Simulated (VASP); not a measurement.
Write the native input for VASP 6.6.1 that does the following.

```yaml
Task: single point
Functional: PBE
Potentials_or_basis: VASP PAW PBE potentials, release 64 (Li_sv, Os)
Cutoff: 520 eV
k_mesh: 6 × 6 × 6
Occupations: gaussian, width 0.1 eV
Spin: no spin polarisation
Dipole_correction: no
Further_INCAR_settings: ALGO = Normal; EDIFF = 1e-07; NBANDS = 28
```

The structure of LiOs2 lies in POSCAR:

```
LiOs2
1.0
    0.0000000000      3.3935726503      3.3935726503
    3.3935726503      0.0000000000      3.3935726503
    3.3935726503      3.3935726503      0.0000000000
Li Os
2 4
Direct
    0.0000000000      0.0000000000      0.0000000000
    0.2500000000      0.2500000000      0.2500000000
    0.6250000000      0.6250000000      0.6250000000
    0.1250000000      0.6250000000      0.6250000000
    0.6250000000      0.6250000000      0.1250000000
    0.6250000000      0.1250000000      0.6250000000
```

These files were run (other wordings do the same):

INCAR

```
PREC = Accurate ; ENCUT = 520
EDIFF = 1E-7 ; ISMEAR = 0
SIGMA = 0.1 ; LREAL = False
LASPH = True ; NELM = 80
ALGO = Normal ; ISIF = 2
LWAVE = False ; LCHARG = True
GGA = PE ; LELF = True
LVHAR = True ; NBANDS = 28
```

KPOINTS

```
regular mesh
0
Gamma
  6 6 6
```

Potentials or basis: VASP PAW PBE potentials, release 64 (Li_sv, Os).

Command:

```console
$ cat potpaw_PBE.64/Li_sv/POTCAR potpaw_PBE.64/Os/POTCAR > POTCAR
$ mpirun -np 1 vasp_std > vasp.out
```

Results of the run:

```json
{
  "Band gap on the k mesh": "zero (band 19 reaches 8.41 eV, above the bottom of band 20 at 5.35 eV)"
}
```

Caveat: spin-orbit coupling is left out, which moves the levels of the heavy elements.

It took 83 s on 1 thread of Intel Xeon 8259CL (shared host), peak memory 0.21 GiB.
